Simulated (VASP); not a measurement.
Here is a VASP 6.6.1 calculation.

The input INCAR:

```
SYSTEM = ZnSe
PREC = Accurate
ENCUT = 500
EDIFF = 1E-6
ISMEAR = 0
SIGMA = 0.02
LREAL = .FALSE.
LASPH = .TRUE.
NELM = 120
ALGO = Normal
ISIF = 2
LWAVE = .FALSE.
LCHARG = .FALSE.
NBANDS = 16
GGA_COMPAT = .FALSE.
```

The input KPOINTS:

```
Automatic mesh
0
G
  8 8 8
  0 0 0
```

The input POSCAR:

```
ZnSe
1.0
    0.0000000000      2.7836763814      2.7836763814
    2.7836763814      0.0000000000      2.7836763814
    2.7836763814      2.7836763814      0.0000000000
Zn Se
1 1
Direct
    0.0000000000      0.0000000000      0.0000000000
    0.2500000000      0.2500000000      0.2500000000
```

Potentials or basis: VASP PAW LDA potentials, release 64 (Zn, Se).

Launch:

```sh
$ cat potpaw_LDA.64/Zn/POTCAR potpaw_LDA.64/Se/POTCAR > POTCAR
$ mpirun -np 1 vasp_std > vasp.out
```

(1) Predict the pressure.

(2) Estimate the band gap on the k mesh.

Answers

(1) 0.4 GPa.

(2) 1.29 eV.
